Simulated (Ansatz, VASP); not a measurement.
# Two plane-wave programs on Ta

```
Ta
1.0
     5.74862    0.00000    0.00000
    -1.91621    5.41985    0.00000
     0.00000    0.00000   22.52669
Ta
12
Direct
  0.25000 0.25000 0.17757
  0.25000 0.75000 0.17757
  0.75000 0.25000 0.17757
  0.75000 0.75000 0.17757
  0.00000 0.00000 0.27806
  0.00000 0.50000 0.27806
  0.50000 0.00000 0.27806
  0.50000 0.50000 0.27806
  0.25000 0.25000 0.37851
  0.25000 0.75000 0.37851
  0.75000 0.25000 0.37851
  0.75000 0.75000 0.37851
```

Alike in both runs: task single point; functional PBE; k mesh 5 × 5 × 1; occupations gaussian, width 0.1 eV; no spin polarisation.

|  | VASP | Ansatz |
| --- | --- | --- |
| version | VASP 6.6.1 | Ansatz 0.2.0 |
| potentials or method | VASP PAW PBE potentials, release 64 (Ta_pv), cutoff 520 eV | scalar-relativistic, plane waves, PAW |
| valence electrons in the cell | 132 | 156 |

Ansatz gave:

* gap on the k mesh at the Fermi level (eV): none
* rms of the force components (eV/Å): 0.025

Estimate VASP's values.

gap on the k mesh at the Fermi level (eV): none; rms of the force components (eV/Å): 0.027.

Atom by atom the forces differ by 0.002 eV/Å (rms over components). A gap of «none» marks a metal or a gap that the smearing closes. VASP's potentials hold 132 valence electrons a cell and Ansatz's 156, so a difference there can come from the potentials and not from the codes.

Neither program's run includes spin-orbit coupling.
